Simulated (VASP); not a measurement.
Here is a VASP 6.6.1 calculation.

File INCAR:

```
ALGO     = Normal         # electronic algorithm
EDIFF    = 1E-7           # SCF threshold, eV
ENCUT    = 520            # plane-wave cutoff, eV
GGA      = PE             # functional
ISIF     = 2              # what is computed and relaxed
ISMEAR   = 0              # smearing method
LASPH    = T              # aspherical terms in the spheres
LCHARG   = F              # write CHGCAR
LREAL    = F              # projectors in reciprocal space
LWAVE    = F              # write WAVECAR
NBANDS   = 73             # bands
NELM     = 80             # most SCF steps
PREC     = Accurate       # precision mode
SIGMA    = 0.1            # smearing width, eV
```

File KPOINTS:

```
k-points
0
Gamma
  4 4 4
```

File POSCAR:

```
Ge6MoW2
1.0
    0.0000000000      4.4040048300      7.5723756400
    2.5241252100      0.0000000000      7.5723756400
    2.5241252100      4.4040048300      0.0000000000
Ge Mo W
6 1 2
Direct
    0.1666333300      0.5000333400      0.4999666600
    0.4999666600      0.8333666700      0.1666333300
    0.8332999900      0.1667000100      0.8332999900
    0.5000333400      0.1666333300      0.8333666700
    0.8333666700      0.4999666600      0.5000333400
    0.1667000100      0.8332999900      0.1667000100
    0.5000000000      0.5000000000      0.5000000000
    0.8333333300      0.8333333300      0.1666666700
    0.1666666700      0.1666666700      0.8333333300
```

Potentials or basis: VASP PAW PBE potentials, release 64 (Ge_d, Mo_sv, W_sv).

Run with:

```console
$ cat potpaw_PBE.64/Ge_d/POTCAR potpaw_PBE.64/Mo_sv/POTCAR potpaw_PBE.64/W_sv/POTCAR > POTCAR
$ mpirun -np 1 vasp_std > vasp.out
```

Q: Predict the largest force.

A: 0.779 eV/Å.

Q: What does it give for the pressure?

A: -21.1 GPa.

Q: Estimate the band gap on the k mesh.

A: Zero (band 63 reaches 8.05 eV, above the bottom of band 64 at 6.94 eV).

Forces on the atoms (eV/Å):
```
Ge   0.000  0.768 -0.026
Ge   0.000  0.768  0.026
Ge   0.000  0.779  0.000
Ge   0.000 -0.768 -0.026
Ge   0.000 -0.768  0.026
Ge   0.000 -0.779  0.000
Mo   0.000  0.000  0.000
W    0.000  0.000  0.039
W    0.000  0.000 -0.039
```

Caveat: the k points lie up to 0.37 Å⁻¹ apart; spin-orbit coupling is left out, which moves the levels of the heavy elements.
